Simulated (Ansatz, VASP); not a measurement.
# Ge in VASP and in Ansatz

POSCAR

```
Ge
1.0
    0.0000000000      2.9503484526      2.9503484526
    2.9503484526      0.0000000000      2.9503484526
    2.9503484526      2.9503484526      0.0000000000
Ge
2
Direct
    0.0000000000      0.0000000000      0.0000000000
    0.2500000000      0.2500000000      0.2500000000
```

Contents of INCAR.step1:

```
PREC = Accurate
ENCUT = 520
ISMEAR = -1
SIGMA = 0.02
LREAL = False
LASPH = True
NELM = 150
MAGMOM = 0 0 0 0 0 0
LSORBIT = True
GGA_COMPAT = False
NBANDS = 40
GGA = PE
ALGO = Normal
EDIFF = 1E-4
LWAVE = True
LCHARG = False
```

The input INCAR.step2:

```
PREC = Accurate
ENCUT = 520
EDIFF = 1E-6
ISMEAR = -1
SIGMA = 0.02
LREAL = False
LASPH = True
NELM = 150
ALGO = Normal
ISIF = 2
LWAVE = False
LCHARG = False
MAGMOM = 0 0 0 0 0 0
LORBIT = 11
LSORBIT = True
GGA_COMPAT = False
LORBMOM = True
METAGGA = R2SCAN
LMIXTAU = True
NBANDS = 40
ISTART = 1
```

Contents of KPOINTS:

```
regular mesh
0
Gamma
  8 8 8
```

Input for Ansatz:

```yaml
crystal:
  lattice:
    - [0.0, 2.9503484526, 2.9503484526]
    - [2.9503484526, 0.0, 2.9503484526]
    - [2.9503484526, 2.9503484526, 0.0]
  atoms:
    - { symbol: Ge, position: [0.0, 0.0, 0.0] }
    - { symbol: Ge, position: [0.25, 0.25, 0.25] }
kpoints:
  mp_grid: { grid: [8, 8, 8] }
  band_path:
    path:
      - [0.0, 0.0, 0.0]
      - [0.5, 0.0, 0.5]
      - [0.625, 0.25, 0.625]
      - [0.375, 0.375, 0.75]
      - [0.5, 0.5, 0.5]
      - [0.5, 0.25, 0.75]
      - [0.0, 0.0, 0.5]
    npoints: 1
hamiltonian:
  xc: r2scan
scf:
  occupations: { method: fermi_dirac, width: 0.02 }
  n_extra_bands: 8
magnetization:
  noncollinear: true
  spin_orbit: true
output:
  forces: true
  stress: true
  eigenvalues: true
  write_density: true
  write_potential: true
  elf: true
  volumetric_format: npy
```

Change from the starting cell: hydrostatic strain +4.0%.

Alike in both runs: task single point; functional r2SCAN; k mesh 8 × 8 × 8; occupations fermi-dirac, width 0.02 eV; non-collinear spin, spin-orbit coupling.

|  | VASP | Ansatz |
| --- | --- | --- |
| version | VASP 6.6.1 | Ansatz 0.2.0 |
| potentials or method | VASP PAW PBE potentials, release 64 (Ge_d) | plane waves, PAW |
| plane-wave cutoff (eV) | 520 | 500 |
| valence electrons in the cell | 28 | 28 |

|  | VASP | Ansatz | Ansatz less VASP |
| --- | --- | --- | --- |
| pressure (GPa) | -6.2 | -6.2 | -0.01 |

VASP's potentials were made for PBE, not for r2SCAN.
